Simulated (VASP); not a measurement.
# MoS2 (R-3m) in VASP: a series of runs

The runs below take MoS2 through single point, relaxation of cell and atoms, with PBE.

Everything below comes from runs of VASP 6.6.1. Logs are shortened: lines on timing, memory, paths and dates and some standing lists are left out, and cuts for length are marked.

## 1. The cell of the first run

It takes space group R-3m (No. 166, trigonal). Conventional cell: a = 3.171 Å, b = 3.171 Å, c = 18.345 Å, α = 90.00°, β = 90.00°, γ = 120.00°. Within 3.2 Å of Mo (site symmetry -3m) lie 6 S at 2.39 Å and 6 Mo at 3.17 Å. Within 3.2 Å of S (site symmetry 3m) lie 3 Mo at 2.39 Å and 6 S at 3.17 Å.

## 2. Single point, PBE, collinear spin

The input, INCAR:

```
PREC = Accurate ; ENCUT = 520
EDIFF = 1E-7 ; ISMEAR = 0
SIGMA = 0.1 ; LREAL = F
LASPH = T ; NELM = 150
ALGO = Normal ; ISIF = 2
LWAVE = F ; LCHARG = T
ISPIN = 2 ; MAGMOM = 1 0 0
LORBIT = 11 ; LMAXMIX = 4
GGA = PE ; LELF = T
LVHAR = T ; NBANDS = 24
```

The input, KPOINTS:

```
regular mesh
0
Gamma
  6 6 6
```

The input, POSCAR:

```
MoS2
1.0
    1.5855007400      0.9153892800      6.1149997700
   -1.5855007400      0.9153892800      6.1149997700
    0.0000000000     -1.8307785600      6.1149997700
Mo S
1 2
Direct
    0.0000000000      0.0000000000      0.0000000000
    0.7500000000      0.7500000000      0.7500000000
    0.2500000000      0.2500000000      0.2500000000
```

Potentials or basis: VASP PAW PBE potentials, release 64 (Mo_sv, S).

On the command line:

```console
cat potpaw_PBE.64/Mo_sv/POTCAR potpaw_PBE.64/S/POTCAR > POTCAR
mpirun -np 1 vasp_std > vasp.out
```

OUTCAR:

```text
PREC = Accurate
   ENCUT = 520
   EDIFF = 1E-7
   ISMEAR = 0
   LREAL = F
   LASPH = T
   NELM = 150
   ISIF = 2
   ISPIN = 2
   LORBIT = 11
   GGA = PE

 ion  position               nearest neighbor table
   1  0.000  0.000  0.000-   2 2.39   2 2.39   3 2.39   3 2.39   2 2.39   3 2.39
   2  0.750  0.750  0.750-   1 2.39   1 2.39   1 2.39
   3  0.250  0.250  0.250-   1 2.39   1 2.39   1 2.39

  LATTYP: Found a trigonal (rhomboedric) cell.
 ALAT       =     6.3831788568
 COS(alpha) =     0.8766074705

  Lattice vectors:

 A1 = (   1.5855007400,   0.9153892800,   6.1149997700)
 A2 = (  -1.5855007400,   0.9153892800,   6.1149997700)
 A3 = (   0.0000000000,  -1.8307785600,   6.1149997700)

Analysis of symmetry for initial positions (statically):
=====================================================================
 Subroutine PRICEL returns:
 Original cell was already a primitive cell.

 Routine SETGRP: Setting up the symmetry group for a
 trigonal (rhombohedral) supercell.

 Subroutine GETGRP returns: Found 12 space group operations
 (whereof 12 operations were pure point group operations)
 out of a pool of 12 trial point group operations.

The static configuration has the point symmetry D_3d.

Analysis of symmetry for dynamics (positions and initial velocities):
=====================================================================
 Subroutine PRICEL returns:
 Original cell was already a primitive cell.

 Routine SETGRP: Setting up the symmetry group for a
 trigonal (rhombohedral) supercell.

 Subroutine GETGRP returns: Found 12 space group operations
 (whereof 12 operations were pure point group operations)
 out of a pool of 12 trial point group operations.

The dynamic configuration has the point symmetry D_3d.

Analysis of structural, dynamic, and magnetic symmetry:
=====================================================================
 Subroutine PRICEL returns:
 Original cell was already a primitive cell.

 Routine SETGRP: Setting up the symmetry group for a
 trigonal (rhombohedral) supercell.

 Subroutine GETGRP returns: Found 12 space group operations
 (whereof 12 operations were pure point group operations)
 out of a pool of 12 trial point group operations.

The overall configuration has the point symmetry D_3d.

 Subroutine INISYM returns: Found 12 space group operations
 (whereof 12 operations are pure point group operations),
 and found     1 'primitive' translations

----------------------------------------------------------------------------------------

                                     Primitive cell

  volume of cell :      53.2500

  direct lattice vectors                    reciprocal lattice vectors
     1.585500740  0.915389280  6.114999770     0.315357784  0.182071901  0.054510768
    -1.585500740  0.915389280  6.114999770    -0.315357784  0.182071901  0.054510768
     0.000000000 -1.830778560  6.114999770     0.000000000 -0.364143803  0.054510768

  length of vectors
     6.383178857  6.383178857  6.383178857     0.368201213  0.368201213  0.368201212

  position of ions in fractional coordinates (direct lattice)
     0.000000000  0.000000000  0.000000000
     0.750000000  0.750000000  0.750000000
     0.250000000  0.250000000  0.250000000

  ion indices of the primitive-cell ions
   primitive index   ion index
                 1           1
                 2           2
                 3           3

----------------------------------------------------------------------------------------

 KPOINTS: regular mesh

Automatic generation of k-mesh.
 Grid dimensions read from file:
 generate k-points for:    6    6    6

 Generating k-lattice:

  Cartesian coordinates                     Fractional coordinates (reciprocal lattice)
     0.052559631  0.030345317  0.009085128     0.166666667 -0.000000000  0.000000000
    -0.052559631  0.030345317  0.009085128    -0.000000000  0.166666667  0.000000000
     0.000000000 -0.060690634  0.009085128     0.000000000  0.000000000  0.166666667

  Length of vectors
     0.061366869  0.061366869  0.061366869

  Shift w.r.t. Gamma in fractional coordinates (k-lattice)
     0.000000000  0.000000000  0.000000000

 Subroutine IBZKPT returns following result:
 ===========================================

 Found     32 irreducible k-points:

 Following reciprocal coordinates:
            Coordinates               Weight
  0.000000  0.000000  0.000000      1.000000
  0.166667  0.000000  0.000000      6.000000
  0.333333  0.000000  0.000000      6.000000
  0.500000  0.000000  0.000000      3.000000
  0.166667  0.166667  0.000000      6.000000
  0.333333  0.166667  0.000000     12.000000
[... 16 lines left out ...]
  0.500000  0.500000  0.166667      6.000000
 -0.333333  0.500000  0.166667     12.000000
 [... further k-points ...]
   k-points           NKPTS =     32   k-points in BZ     NKDIM =     32   number of bands    NBANDS=     24
   number of dos      NEDOS =    301   number of ions     NIONS =      3
   total plane-waves  NPLWV = 110592
   dimension x,y,z NGX =    48 NGY =   48 NGZ =   48
   dimension x,y,z NGXF=    96 NGYF=   96 NGZF=   96
   ions per type =               1   2
   NGX,Y,Z   is equivalent  to a cutoff of  12.50, 12.50, 12.50 a.u.
   NGXF,Y,Z  is equivalent  to a cutoff of  25.00, 25.00, 25.00 a.u.
 SYSTEM =  unknown system
   PREC   = accura    normal or accurate (medium, high low for compatibility)
   ISTART =      0    job   : 0-new  1-cont  2-samecut
   ICHARG =      2    charge: 1-file 2-atom 10-const
   ISPIN  =      2    spin polarized calculation?
   LNONCOLLINEAR =      F non collinear calculations
   LSORBIT =      F    spin-orbit coupling
   LASPH  =      T    aspherical Exc in radial PAW
   ENCUT  =  520.0 eV  38.22 Ry    6.18 a.u.  11.87 11.87 11.87*2*pi/ulx,y,z
   NELM   =    150;   NELMIN=  2; NELMDL= -5     # of ELM steps
   EDIFF  = 0.1E-06   stopping-criterion for ELM
   LREAL  =      F    real-space projection
   EDIFFG = 0.1E-05   stopping-criterion for IOM
   NSW    =      0    number of steps for IOM
   IBRION =     -1    ionic relax: 0-MD 1-quasi-New 2-CG
   NFREE  =      0    steps in history (QN), initial steepest desc. (CG)
   ISIF   =      2    stress and relaxation
   ISYM   =      2    0-nonsym 1-usesym 2-fastsym
   POTIM  = 0.5000    time-step for ionic-motion
   TEBEG  =    0.0;   TEEND  =   0.0 temperature during run
   PSTRESS=    0.0 pullay stress
   NELECT =      26.0000    total number of electrons
   NUPDOWN=      -1.0000    fix difference up-down
   EMIN   =  10.00;   EMAX   =-10.00  energy-range for DOS
   EFERMI =   0.00;   METHOD = LEGACY
   ISMEAR =     0;   SIGMA  =   0.10  broadening in eV -4-tet -1-fermi 0-gaus
   EFERMI_NEDOS =   21; number of points for ismear=-14 and -15
   IALGO  =     38    algorithm
   IMIX   =      4    mixing-type and parameters
     AMIX     =   0.40;   BMIX     =  1.00
     AMIX_MAG =   1.60;   BMIX_MAG =  1.00
  volume/ion in A,a.u.               =      17.75       119.78
  Fermi-wavevector in a.u.,A,eV,Ry     =   1.289118  2.436080 22.610500  1.661825
  Thomas-Fermi vector in A             =   2.421030
   LORBIT       =     11    0 simple, 1 ext, 2 COOP (PROOUT), +10 PAW based schemes
   GGA     = PE    functional components
   LHFCALC =     F    Hartree Fock is set to
   AEXX    =    0.0000 exact exchange contribution
   IVDW    =     0    specifies the selected vdW correction
   LEPSILON=     F    determine dielectric tensor
   LRPA    =     F    only Hartree local field effects (RPA)
 spin polarized calculation
 Gauss-broadening in eV      SIGMA  =   0.10
  energy-cutoff  :      520.00
  volume of cell :       53.25
 maximum number of plane-waves:      1448
   NGX = 23   NGY = 23   NGZ = 23

 number of electron      25.9999998 magnetization       0.0001276

 number of electron      25.9999998 magnetization      -0.0000142

 Free energy of the ion-electron system (eV)
  ---------------------------------------------------
  ext. energy  EPLUGINS =         0.00000000
  ---------------------------------------------------
  free energy    TOTEN  =       -20.97416421 eV

  energy without entropy =      -20.97154090  energy(sigma->0) =      -20.97285255

 E-fermi :   7.6181     XC(G=0): -10.8227

 val. band max:        7.5653040377   @ k =   0.3333   0.3333   0.3333
 cond. band min:       7.6530245434   @ k =  -0.3333   0.5000   0.3333
 fundamental gap:      0.0877205057
 Fermi energy:         7.6181169030

 spin component 1

 k-point     1 :       0.0000    0.0000    0.0000
  band No.  band energies     occupation
      1     -54.0239      1.00000
      2     -28.0913      1.00000
      3     -28.0200      1.00000
      4     -28.0200      1.00000
      5      -7.3956      1.00000
      6      -5.7603      1.00000
[... 16 lines left out ...]
     23      20.1691      0.00000
     24      20.5060      0.00000
[... 598 lines left out ...]
      2     -28.3633      1.00000
      3     -28.1634      1.00000
      4     -28.0099      1.00000
      5      -5.5312      1.00000
      6      -5.0893      1.00000
[... 16 lines left out ...]
     23      19.8283      0.00000
     24      20.4655      0.00000

 [... further k-points ...]

 spin component 2

 k-point     1 :       0.0000    0.0000    0.0000
  band No.  band energies     occupation
      1     -54.0239      1.00000
      2     -28.0913      1.00000
      3     -28.0200      1.00000
      4     -28.0200      1.00000
      5      -7.3956      1.00000
      6      -5.7603      1.00000
[... 16 lines left out ...]
     23      20.1691      0.00000
     24      20.5060      0.00000
[... 598 lines left out ...]
      2     -28.3633      1.00000
      3     -28.1634      1.00000
      4     -28.0099      1.00000
      5      -5.5312      1.00000
      6      -5.0893      1.00000
[... 16 lines left out ...]
     23      19.8283      0.00000
     24      20.4655      0.00000

 [... further k-points ...]

------------------------ aborting loop because EDIFF is reached ----------------------------------------

  FORCE on cell =-STRESS in cart. coord.  units (eV):
  Direction    XX          YY          ZZ          XY          YZ          ZX
  --------------------------------------------------------------------------------------
  -------------------------------------------------------------------------------------
  Total        2.1937801      2.1937801      3.3892293      0.0000000     -0.0000000      0.0000000
  in kB       66.0060450     66.0060452    101.9744959      0.0000000     -0.0000000      0.0000000
  external PRESSURE =      77.9955287 kB  Pullay stress =       0.0000000 kB

 VOLUME and BASIS-vectors are now :
 -----------------------------------------------------------------------------
  energy-cutoff  :      520.00
  volume of cell :       53.25
      direct lattice vectors                 reciprocal lattice vectors
     1.585500740  0.915389280  6.114999770     0.315357784  0.182071901  0.054510768
    -1.585500740  0.915389280  6.114999770    -0.315357784  0.182071901  0.054510768
     0.000000000 -1.830778560  6.114999770     0.000000000 -0.364143803  0.054510768

 POSITION                                       TOTAL-FORCE (eV/Angst)
 -----------------------------------------------------------------------------------
      0.00000      0.00000      0.00000         0.000000      0.000000      0.000000
      0.00000      0.00000     13.75875         0.000000      0.000000      0.933506
      0.00000      0.00000      4.58625         0.000000     -0.000000     -0.933506
 -----------------------------------------------------------------------------------
    total drift:                               -0.000000      0.000000      0.000000

  FREE ENERGIE OF THE ION-ELECTRON SYSTEM (eV)
  ---------------------------------------------------
  free  energy   TOTEN  =       -20.9741642100 eV

  energy  without entropy=      -20.9715408984  energy(sigma->0) =      -20.97285255

 total charge

# of ion       s       p       d       tot
------------------------------------------
    1        2.304   6.234   3.954  12.492
    2        1.366   2.348   0.000   3.714
    3        1.366   2.348   0.000   3.714
--------------------------------------------------
tot          5.036  10.930   3.954  19.920

 magnetization (x)

# of ion       s       p       d       tot
------------------------------------------
    1       -0.000  -0.000  -0.000  -0.000
    2       -0.000   0.000   0.000   0.000
    3       -0.000   0.000   0.000   0.000
--------------------------------------------------
tot         -0.000   0.000  -0.000  -0.000
```

Wall time 4.6 min (1 thread of Intel Xeon Platinum 8375C at 2.90GHz (Ice Lake), shared host); peak memory 0.41 GiB.

What came out:

| Item | Value |
| --- | --- |
| Free energy | -20.9742 eV |
| Pressure | 7.8 GPa |
| Largest force | 0.934 eV/Å |
| Band gap on the k mesh | zero (filled and empty bands overlap) |
| Net moment | 0.00 μB per cell |
| Valence electrons inside the program's atomic spheres | Mo 12.49; S 3.71 |

Forces in eV/Å, atoms in the order of the input:
```
Mo   0.000  0.000  0.000
S    0.000  0.000  0.934
S    0.000  0.000 -0.934
```

Caveat: the k points lie up to 0.39 Å⁻¹ apart, too coarse for converged energies and pressures of a metal.

[end of part 1 of 2]

The gap in the log of VASP goes by the Fermi energy; the results here count the filled bands.